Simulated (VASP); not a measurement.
Wanted: the native input for a VASP 6.6.1 run.

| Item | Value |
| --- | --- |
| Task | single point |
| Functional | PBE |
| Potentials or basis | VASP PAW PBE potentials, release 64 (Ni_sv_GW) |
| Cutoff | 690 eV |
| k mesh | 12 × 12 × 7 |
| Occupations | fermi-dirac, width 0.05 eV |
| Spin | collinear spin, ferromagnetic start |
| Starting moments | [1.0, 1.0] μB |
| Dipole correction | no |
| Further INCAR settings | ALGO = Normal; EDIFF = 1e-06; NBANDS = 29 |

The structure of Ni lies in POSCAR:

```
Ni
1.0
    2.4642354424      0.0000000000      0.0000000000
   -1.2321177212      2.1340904941      0.0000000000
    0.0000000000      0.0000000000      4.0997805916
Ni
2
Direct
    0.6666666667      0.3333333333      0.7500000000
    0.3333333333      0.6666666667      0.2500000000
```

This isn't the form of Ni at room conditions, which is fcc.

The input as run:

INCAR

```
ALGO     = Normal         # electronic algorithm
EDIFF    = 1E-6           # SCF threshold, eV
ENCUT    = 690            # plane-wave cutoff, eV
GGA      = PE             # functional
GGA_COMPAT= F            
ISIF     = 2              # what is computed and relaxed
ISMEAR   = -1             # smearing method
ISPIN    = 2              # spin polarisation
LASPH    = T              # aspherical terms in the spheres
LCHARG   = F              # write CHGCAR
LMAXMIX  = 4              # l up to which the mixer works
LORBIT   = 11             # projections on sites
LREAL    = F              # projectors in reciprocal space
LWAVE    = F              # write WAVECAR
MAGMOM   = 1 1            # initial moments
NBANDS   = 29             # bands
NELM     = 200            # most SCF steps
PREC     = Accurate       # precision mode
SIGMA    = 0.05           # smearing width, eV
```

KPOINTS

```
k-points
0
Gamma
  12 12 7
```

Potentials or basis: VASP PAW PBE potentials, release 64 (Ni_sv_GW).

Launch:

```console
$ cat potpaw_PBE.64/Ni_sv_GW/POTCAR > POTCAR
$ mpirun -np 1 vasp_std > vasp.out
```

It gave:

```yaml
Pressure: 1.8 GPa
Net_moment: 1.31 μB per cell
Site_moments: Ni +0.70 μB
Valence_electrons_inside_the_program's_atomic_spheres: Ni 16.35
```

Wall time 120 s on 1 thread of AMD EPYC 9R45 96-Core Processor (Zen 5), with other jobs on the host, peak memory 0.22 GiB.
